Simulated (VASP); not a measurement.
# C (P-1) in VASP: single point with PBE-based screened hybrid with 50 % exact exchange

Aim: the single point of C with PBE-based screened hybrid with 50 % exact exchange.

All numbers are computed with VASP 6.6.1; they aren't measurements. Logs are shortened: lines on timing, memory, paths and dates and some standing lists are left out, and cuts for length are marked.

### Step 1. The cell of the first run

The typed cell holds 2 atoms: a = 2.522 Å, b = 2.522 Å, c = 2.522 Å, α = 60.00°, β = 60.00°, γ = 60.00°.

### Step 2. Single point, PBE-based screened hybrid with 50 % exact exchange

The input, POSCAR:

```
C
1.0
    0.0000000000      1.7834000000      1.7834000000
    1.7834000000      0.0000000000      1.7834000000
    1.7834000000      1.7834000000      0.0000000000
C
2
Direct
    0.4924823900      0.3883829500      0.4666611300
    0.7575176100      0.8616170500      0.7833388700
```

The input, INCAR.step1:

```
SYSTEM = C
PREC = Accurate
ENCUT = 520
EDIFF = 1E-5
ISMEAR = -1
SIGMA = 0.05
LREAL = .False.
LASPH = .True.
NELM = 100
ALGO = Normal
ISIF = 2
LWAVE = .True.
GGA = PE
NBANDS = 11
```

The input, INCAR.step2:

```
SYSTEM = C
PREC = Accurate
ENCUT = 520
EDIFF = 1E-7
ISMEAR = -1
SIGMA = 0.05
LREAL = .False.
LASPH = .True.
NELM = 100
ALGO = Normal
ISIF = 2
LWAVE = .False.
LCHARG = .True.
GGA = PE
LHFCALC = .True.
AEXX = 0.5
HFSCREEN = 0.2
PRECFOCK = Normal
LELF = .True.
LVHAR = .True.
ISTART = 1
NBANDS = 11
```

The input, KPOINTS:

```
regular mesh
0
Gamma
  7 7 7
  0 0 0
```

Potentials or basis: VASP PAW PBE potentials, release 64 (C).

Launch:

```bash
$ cat potpaw_PBE.64/C/POTCAR > POTCAR
$ cp INCAR.step1 INCAR
$ mpirun -np 1 vasp_std > vasp.out
$ cp INCAR.step2 INCAR
$ mpirun -np 1 vasp_std > vasp.out
```

OUTCAR:

```text
SYSTEM = C
   PREC = Accurate
   ENCUT = 520
   EDIFF = 1E-7
   ISMEAR = -1
   LREAL = .False.
   LASPH = .True.
   NELM = 100
   ISIF = 2
   GGA = PE
   LHFCALC = .True.
   AEXX = 0.5
   HFSCREEN = 0.2
   PRECFOCK = Normal
   ISTART = 1

 ion  position               nearest neighbor table
   1  0.492  0.388  0.467-   2 1.20   2 1.56   2 1.66
   2  0.758  0.862  0.783-   1 1.20   1 1.56   1 1.66

  LATTYP: Found a face centered cubic cell.
 ALAT       =     3.5668000000

  Lattice vectors:

 A1 = (   0.0000000000,   1.7834000000,   1.7834000000)
 A2 = (   1.7834000000,   0.0000000000,   1.7834000000)
 A3 = (   1.7834000000,   1.7834000000,   0.0000000000)

Analysis of symmetry for initial positions (statically):
=====================================================================
 Subroutine PRICEL returns:
 Original cell was already a primitive cell.

 Routine SETGRP: Setting up the symmetry group for a
 face centered cubic supercell.

 Subroutine GETGRP returns: Found  2 space group operations
 (whereof  1 operations were pure point group operations)
 out of a pool of 48 trial point group operations.

The static configuration has the point symmetry C_1 .
 The point group associated with its full space group is S_2 .

Analysis of symmetry for dynamics (positions and initial velocities):
=====================================================================
 Subroutine PRICEL returns:
 Original cell was already a primitive cell.

 Routine SETGRP: Setting up the symmetry group for a
 face centered cubic supercell.

 Subroutine GETGRP returns: Found  2 space group operations
 (whereof  1 operations were pure point group operations)
 out of a pool of 48 trial point group operations.

The dynamic configuration has the point symmetry C_1 .
 The point group associated with its full space group is S_2 .

 Subroutine INISYM returns: Found  2 space group operations
 (whereof  1 operations are pure point group operations),
 and found     1 'primitive' translations

----------------------------------------------------------------------------------------

                                     Primitive cell

  volume of cell :      11.3443

  direct lattice vectors                    reciprocal lattice vectors
     0.000000000  1.783400000  1.783400000    -0.280363351  0.280363351  0.280363351
     1.783400000  0.000000000  1.783400000     0.280363351 -0.280363351  0.280363351
     1.783400000  1.783400000  0.000000000     0.280363351  0.280363351 -0.280363351

  length of vectors
     2.522108467  2.522108467  2.522108467     0.485603568  0.485603568  0.485603568

  position of ions in fractional coordinates (direct lattice)
     0.492482390  0.388382950  0.466661130
     0.757517610  0.861617050  0.783338870

  ion indices of the primitive-cell ions
   primitive index   ion index
                 1           1
                 2           2

----------------------------------------------------------------------------------------

 KPOINTS: regular mesh

Automatic generation of k-mesh.
 Grid dimensions read from file:
 generate k-points for:    7    7    7

 Generating k-lattice:

  Cartesian coordinates                     Fractional coordinates (reciprocal lattice)
    -0.040051907  0.040051907  0.040051907     0.142857143  0.000000000  0.000000000
     0.040051907 -0.040051907  0.040051907     0.000000000  0.142857143  0.000000000
     0.040051907  0.040051907 -0.040051907     0.000000000  0.000000000  0.142857143

  Length of vectors
     0.069371938  0.069371938  0.069371938

  Shift w.r.t. Gamma in fractional coordinates (k-lattice)
     0.000000000  0.000000000  0.000000000

 Subroutine IBZKPT returns following result:
 ===========================================

 Found    172 irreducible k-points:

 Following reciprocal coordinates:
            Coordinates               Weight
  0.000000  0.000000  0.000000      1.000000
  0.142857  0.000000  0.000000      2.000000
  0.000000  0.142857  0.000000      2.000000
  0.000000  0.000000  0.142857      2.000000
  0.142857  0.142857  0.142857      2.000000
  0.285714  0.000000  0.000000      2.000000
[... 16 lines left out ...]
  0.142857 -0.142857 -0.142857      2.000000
  0.285714  0.285714  0.142857      2.000000
 [... further k-points ...]
   k-points           NKPTS =    172   k-points in BZ     NKDIM =    343   number of bands    NBANDS=     11
   number of dos      NEDOS =    301   number of ions     NIONS =      2
   total plane-waves  NPLWV =   8000
   dimension x,y,z NGX =    20 NGY =   20 NGZ =   20
   dimension x,y,z NGXF=    40 NGYF=   40 NGZF=   40
   ions per type =               2
   NGX,Y,Z   is equivalent  to a cutoff of  13.18, 13.18, 13.18 a.u.
   NGXF,Y,Z  is equivalent  to a cutoff of  26.37, 26.37, 26.37 a.u.
 SYSTEM =  C
   PREC   = accura    normal or accurate (medium, high low for compatibility)
   ISTART =      1    job   : 0-new  1-cont  2-samecut
   ICHARG =      0    charge: 1-file 2-atom 10-const
   ISPIN  =      1    spin polarized calculation?
   LNONCOLLINEAR =      F non collinear calculations
   LSORBIT =      F    spin-orbit coupling
   LASPH  =      T    aspherical Exc in radial PAW
   ENCUT  =  520.0 eV  38.22 Ry    6.18 a.u.   4.69  4.69  4.69*2*pi/ulx,y,z
   NELM   =    100;   NELMIN=  2; NELMDL=  0     # of ELM steps
   EDIFF  = 0.1E-06   stopping-criterion for ELM
   LREAL  =      F    real-space projection
   EDIFFG = 0.1E-05   stopping-criterion for IOM
   NSW    =      0    number of steps for IOM
   IBRION =     -1    ionic relax: 0-MD 1-quasi-New 2-CG
   NFREE  =      0    steps in history (QN), initial steepest desc. (CG)
   ISIF   =      2    stress and relaxation
   ISYM   =      3    0-nonsym 1-usesym 2-fastsym
   POTIM  = 0.5000    time-step for ionic-motion
   TEBEG  =    0.0;   TEEND  =   0.0 temperature during run
   PSTRESS=    0.0 pullay stress
   NELECT =       8.0000    total number of electrons
   NUPDOWN=      -1.0000    fix difference up-down
   EMIN   =  10.00;   EMAX   =-10.00  energy-range for DOS
   EFERMI =   0.00;   METHOD = LEGACY
   ISMEAR =    -1;   SIGMA  =   0.05  broadening in eV -4-tet -1-fermi 0-gaus
   EFERMI_NEDOS =   21; number of points for ismear=-14 and -15
   IALGO  =     38    algorithm
   IMIX   =      1    mixing-type and parameters
     AMIX     =   0.40;   BMIX     =  1.00
     AMIX_MAG =   1.60;   BMIX_MAG =  1.00
  volume/ion in A,a.u.               =       5.67        38.28
  Fermi-wavevector in a.u.,A,eV,Ry     =   1.457178  2.753668 28.890189  2.123369
  Thomas-Fermi vector in A             =   2.574010
   LORBIT       =      0    0 simple, 1 ext, 2 COOP (PROOUT), +10 PAW based schemes
   GGA     = PE    functional components
   LHFCALC =     T    Hartree Fock is set to
   PRECFOCK=normal    Normal, Fast or Accurate (Low or Medium for compatibility)
   ENCUT4O =  -1.0   cutoff for four orbital integrals eV
   NKREDX  =     1    reduce k-point grid by
   NKREDY  =     1    reduce k-point grid by
   NKREDZ  =     1    reduce k-point grid by
   AEXX    =    0.5000 exact exchange contribution
   HFSCREEN=    0.2000 screening length (either q_TF or 0.3 A-1)
   HFSCREENC=   0.2000 screening length for correlation (either q_TF or 0.3 A-1)
   ENCUTFOCK=  -1.0 apply spherical cutoff to Coloumb kernel
   IVDW    =     0    specifies the selected vdW correction
   LEPSILON=     F    determine dielectric tensor
   LRPA    =     F    only Hartree local field effects (RPA)
 non-spin polarized calculation
  energy-cutoff  :      520.00
  volume of cell :       11.34
 maximum number of plane-waves:       314
  NGX = 16; NGY = 16; NGZ = 16

 number of electron       8.0000000 magnetization

 Free energy of the ion-electron system (eV)
  ---------------------------------------------------
  ext. energy  EPLUGINS =         0.00000000
  ---------------------------------------------------
  free energy    TOTEN  =       -19.68218195 eV

  energy without entropy =      -19.68146566  energy(sigma->0) =      -19.68182380

 E-fermi :   9.6927     XC(G=0):  -8.3859

 val. band max:        9.6420644537   @ k =   0.0000   0.4286   0.0000
 cond. band min:      10.0377258831   @ k =   0.1429   0.1429   0.1429
 fundamental gap:      0.3956614294
 Fermi energy:         9.6927414247

 k-point     1 :       0.0000    0.0000    0.0000
  band No.  band energies     occupation
      1     -17.4075      2.00000
      2       1.3388      2.00000
      3       8.6505      2.00000
      4      10.4140      0.00000
      5      14.6610      0.00000
      6      20.5852      0.00000
      7      22.2623      0.00000
      8      26.9519      0.00000
      9      28.8761      0.00000
     10      35.8681      0.00000
     11      36.4277      0.00000

 k-point     2 :       0.1429    0.0000    0.0000
  band No.  band energies     occupation
      1     -16.7740      2.00000
      2       0.6942      2.00000
      3       6.5074      2.00000
      4       8.7376      2.00000
      5      16.2657      0.00000
      6      19.9449      0.00000
      7      23.7089      0.00000
      8      28.0601      0.00000
      9      29.0669      0.00000
     10      33.4468      0.00000
     11      34.9356      0.00000

 k-point     3 :       0.0000    0.1429    0.0000
  band No.  band energies     occupation
      1     -16.7791      2.00000
      2      -0.0018      2.00000
      3       7.8726      2.00000
      4       8.7408      2.00000
      5      17.8451      0.00000
      6      18.2739      0.00000
      7      22.4292      0.00000
      8      27.7597      0.00000
      9      29.7036      0.00000
     10      33.6194      0.00000
     11      36.0685      0.00000

 k-point     4 :       0.0000    0.0000    0.1429
  band No.  band energies     occupation
      1     -16.7758      2.00000
      2       0.3758      2.00000
      3       7.5500      2.00000
      4       8.7529      2.00000
      5      15.3380      0.00000
      6      19.6070      0.00000
      7      24.0188      0.00000
      8      28.1155      0.00000
      9      29.1905      0.00000
     10      33.8622      0.00000
     11      35.4430      0.00000

 k-point     5 :       0.1429    0.1429    0.1429
  band No.  band energies     occupation
      1     -16.7824      2.00000
      2       1.0755      2.00000
      3       5.8419      2.00000
      4      10.0377      0.00201
      5      14.5881      0.00000
      6      20.4229      0.00000
      7      22.4571      0.00000
      8      26.8488      0.00000
      9      30.8972      0.00000
     10      34.6387      0.00000
     11      36.1399      0.00000
[... 211 lines left out ...]
 k-point    21 :       0.2857    0.1429    0.2857
  band No.  band energies     occupation
      1     -15.1752      2.00000
      2       0.0564      2.00000
      3       2.9693      2.00000
      4       5.8918      2.00000
      5      17.9986      0.00000
      6      19.3195      0.00000
      7      20.2612      0.00000
      8      27.4156      0.00000
      9      32.7936      0.00000
     10      35.4201      0.00000
     11      38.2213      0.00000

 k-point    22 :       0.1429    0.2857    0.0000
  band No.  band energies     occupation
      1     -15.1267      2.00000
      2      -2.1560      2.00000
      3       5.5595      2.00000
      4       7.1544      2.00000
      5      15.6238      0.00000
      6      17.9947      0.00000
      7      25.7831      0.00000
      8      26.7142      0.00000
      9      31.8344      0.00000
     10      33.0105      0.00000
     11      39.5611      0.00000

 k-point    23 :       0.1429   -0.1429   -0.1429
  band No.  band energies     occupation
      1     -15.0976      2.00000
      2      -1.2087      2.00000
      3       2.8656      2.00000
      4       8.1145      2.00000
      5      15.0677      0.00000
      6      18.7149      0.00000
      7      26.7895      0.00000
      8      30.1490      0.00000
      9      30.8994      0.00000
     10      32.5686      0.00000
     11      33.8100      0.00000

 k-point    24 :       0.2857    0.2857    0.1429
  band No.  band energies     occupation
      1     -15.1486      2.00000
      2      -0.4034      2.00000
      3       3.0109      2.00000
      4       7.7138      2.00000
      5      13.7944      0.00000
      6      19.3525      0.00000
      7      24.1507      0.00000
      8      26.5364      0.00000
      9      33.8824      0.00000
     10      35.1266      0.00000
     11      36.8173      0.00000

 [... further k-points ...]

------------------------ aborting loop because EDIFF is reached ----------------------------------------

  FORCE on cell =-STRESS in cart. coord.  units (eV):
  Direction    XX          YY          ZZ          XY          YZ          ZX
  --------------------------------------------------------------------------------------
  -------------------------------------------------------------------------------------
  Total        3.7197717      7.8629671      4.2248078      3.1718289      2.8416384      5.2900017
  in kB      525.3522355   1110.5056100    596.6796949    447.9649714    401.3313749    747.1195653
  external PRESSURE =     744.1791802 kB  Pullay stress =       0.0000000 kB

 VOLUME and BASIS-vectors are now :
 -----------------------------------------------------------------------------
  energy-cutoff  :      520.00
  volume of cell :       11.34
      direct lattice vectors                 reciprocal lattice vectors
     0.000000000  1.783400000  1.783400000    -0.280363351  0.280363351  0.280363351
     1.783400000  0.000000000  1.783400000     0.280363351 -0.280363351  0.280363351
     1.783400000  1.783400000  0.000000000     0.280363351  0.280363351 -0.280363351

 POSITION                                       TOTAL-FORCE (eV/Angst)
 -----------------------------------------------------------------------------------
      1.52489      1.71054      1.57094         8.144685    -11.529801      6.654010
      2.93361      2.74796      2.88756        -8.144685     11.529801     -6.654010
 -----------------------------------------------------------------------------------
    total drift:                                0.000001     -0.000002     -0.000000

  FREE ENERGIE OF THE ION-ELECTRON SYSTEM (eV)
  ---------------------------------------------------
  free  energy   TOTEN  =       -19.6821819475 eV

  energy  without entropy=      -19.6814656578  energy(sigma->0) =      -19.68182380
```

Wall time 28 min (1 thread of Intel Xeon 6975P-C (Granite Rapids), shared host); peak memory 0.24 GiB.

Results:

* Free energy: -19.6822 eV
* Pressure: 74.4 GPa
* Largest force: 15.606 eV/Å
* Band gap on the k mesh: zero (bands 4 and 5 overlap by 1.74 eV)

Forces in eV/Å, atoms in the order of the input:
```
C     8.145 -11.530   6.654
C    -8.145  11.530  -6.654
```

Stress tensor (GPa, compression positive):
```
 52.54  44.80  74.71
 44.80 111.05  40.13
 74.71  40.13  59.67
```

Levels at points of the mesh, in eV from the Fermi level:
| k point | band 2 | band 3 | band 4 | band 5 | band 6 | band 7 |
| --- | --- | --- | --- | --- | --- | --- |
| (0.00, 0.00, 0.00) | -8.35 | -1.04 | 0.72 | 4.97 | 10.89 | 12.57 |

Caveat: the k points lie up to 0.44 Å⁻¹ apart, too coarse for converged energies and pressures of a metal; this functional lacks dispersion, which binds layers or chains, so the pressure and a relaxed spacing across them are unreliable; the PAW data sets were made with another functional, which shifts forces and pressure a little.

The gap in the log of VASP goes by the Fermi energy; the results here count the filled bands.